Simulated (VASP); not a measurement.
Here is a VASP 6.6.1 calculation.

File INCAR:

```
PREC     = Accurate       # precision mode
ENCUT    = 520            # plane-wave cutoff, eV
EDIFF    = 1E-6           # SCF threshold, eV
ISMEAR   = 0              # smearing method
SIGMA    = 0.15           # smearing width, eV
LREAL    = False          # projectors in reciprocal space
LASPH    = True           # aspherical terms in the spheres
NELM     = 80             # most SCF steps
ALGO     = Fast           # electronic algorithm
ISIF     = 2              # what is computed and relaxed
LWAVE    = False          # write WAVECAR
LCHARG   = True           # write CHGCAR
GGA      = CA             # functional
LELF     = True           # ELF
LVHAR    = True         
NBANDS   = 31             # bands
```

Contents of KPOINTS:

```
regular mesh
0
Gamma
  10 8 8
```

The input POSCAR:

```
TiAl3
1.0
   -3.9105245017      0.0000000000      0.0000000000
    0.0000000000      3.9105245017      3.9105245017
    0.0000000000      3.9105245017     -3.9105245017
Ti Al
2 6
Direct
    0.0000000000      0.4933001315      0.4933001315
    0.0000000000      0.0066998685      0.0066998685
    0.5000000000      0.7315881476      0.7684118524
    0.5000000000      0.2684118524      0.2315881476
    0.5000000000      0.7315881476      0.2315881476
    0.5000000000      0.2684118524      0.7684118524
    0.0000000000      0.5045113525     -0.0045113525
    0.0000000000     -0.0045113525      0.5045113525
```

Potentials or basis: VASP PAW LDA potentials, release 64 (Ti_sv, Al).

Run with:

```console
$ cat potpaw_LDA.64/Ti_sv/POTCAR potpaw_LDA.64/Al/POTCAR > POTCAR
$ mpirun -np 1 vasp_std > vasp.out
```

Q: What does it give for the band gap on the k mesh?

A: Zero (bands 21 and 22 overlap by 0.69 eV).

Q: What does it give for the pressure?

A: 1.8 GPa.

Stress tensor (GPa, compression positive):
```
0.95 0.00 0.00
0.00 2.42 0.00
0.00 0.00 2.17
```

Caveat: the cell differs from its parent crystal (atoms displaced along several vibrational modes); forces of over 1 eV/Å act on the atoms, so gaps and moduli don't describe the material at rest.
